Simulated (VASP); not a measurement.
Input of a VASP 6.6.1 run:

The input INCAR:

```
PREC = Accurate ; ENCUT = 600
EDIFF = 1E-6 ; ISMEAR = 0
SIGMA = 0.1 ; LREAL = F
LASPH = T ; NELM = 80
ALGO = Normal ; ISIF = 3
LWAVE = F ; LCHARG = F
GGA = PE ; IBRION = 2
NSW = 90 ; EDIFFG = -0.04
```

Contents of KPOINTS:

```
Automatic mesh
0
Gamma
  6 6 4
```

File POSCAR:

```
Sc2Ta3O
1.0
    5.3508729400      0.0000000000      0.0000000000
   -2.6754364700      4.6339919000      0.0000000000
    0.0000000000      0.0000000000      4.0645911200
Sc Ta O
2 3 1
Direct
    0.6666666700      0.3333333300      0.0000000000
    0.3333333300      0.6666666700      0.0000000000
    0.5000000000      0.5000000000      0.5000000000
    0.5000000000      0.0000000000      0.5000000000
    0.0000000000      0.5000000000      0.5000000000
    0.0000000000      0.0000000000      0.0000000000
```

Potentials or basis: VASP PAW PBE potentials, release 64 (Sc_sv, Ta_pv, O).

The run is started by

```console
$ cat potpaw_PBE.64/Sc_sv/POTCAR potpaw_PBE.64/Ta_pv/POTCAR potpaw_PBE.64/O/POTCAR > POTCAR
$ mpirun -np 1 vasp_std > vasp.out
```

Predict the relaxed cell.

a = 5.261 Å, b = 5.261 Å, c = 5.370 Å, α = 90.00°, β = 90.00°, γ = 120.00°.

What does it give for the space group after relaxing (to 0.1 Å)?

P6/mmm (No. 191).

Step by step:
```csv
step,energy change (eV),largest force (eV/Å),pressure (GPa),volume (Å³)
1,0.0000,0.0000,34.58,100.79
2,-2.8284,0.0000,-12.77,162.18
3,-3.8307,0.0000,-3.16,136.26
4,-3.8295,0.0000,-3.76,137.34
5,-4.7519,0.0000,-2.42,132.84
6,-4.9999,0.0000,-0.48,129.29
7,-5.0023,0.0000,-0.16,128.85
8,-5.0020,0.0000,-0.30,129.05
9,-5.0020,0.0000,0.17,128.37
10,-5.0022,0.0000,-0.08,128.71
```

Caveat: the k points lie up to 0.29 Å⁻¹ apart in the final cell, too coarse for converged energies and pressures of a metal; the volume moved by over 15 % at a fixed basis, so the end points are rough; an odd number of electrons without spin polarisation forces a metal; a magnetic or distorted state may lie lower.
